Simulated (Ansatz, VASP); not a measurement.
# MgTe: VASP beside Ansatz

```xyz
4
Lattice="4.5620 0.0000 0.0000 -2.2810 3.9508 0.0000 0.0000 0.0000 7.4079" Properties=species:S:1:pos:R:3 pbc="T T T"
Mg    2.2810    1.3169    3.6965
Mg    0.0000    2.6339    7.4005
Te    0.0000    2.6339    2.7854
Te    2.2810    1.3169    6.4894
```

Alike in both runs: functional PBEsol; k mesh 6 × 6 × 4; occupations gaussian, width 0.02 eV; no spin polarisation.

Ansatz relaxed the structure, and its values are those at the end. VASP's run is a single point on that final structure, the one shown.

|  | VASP | Ansatz |
| --- | --- | --- |
| version | VASP 6.6.1 | Ansatz 0.2.0 |
| potentials or method | VASP PAW PBE potentials, release 64 (Mg, Te), cutoff 600 eV | scalar-relativistic, plane waves, PAW |
| valence electrons in the cell | 16 | 52 |

Ansatz gave:

| Property | Result |
| --- | --- |
| gap on the k mesh at the Fermi level (eV) | 2.38 |
| least direct gap on the mesh (eV) | 2.38 |
| pressure (GPa) | 0.0 |

Q: What did VASP give for the same quantities?

A: gap on the k mesh at the Fermi level (eV): 2.39; least direct gap on the mesh (eV): 2.39; pressure (GPa): 0.0.

VASP's potentials were made for PBE, not for PBEsol. VASP's potentials hold 16 valence electrons a cell and Ansatz's 52, so a difference there can come from the potentials and not from the codes.

Neither program's run includes spin-orbit coupling.
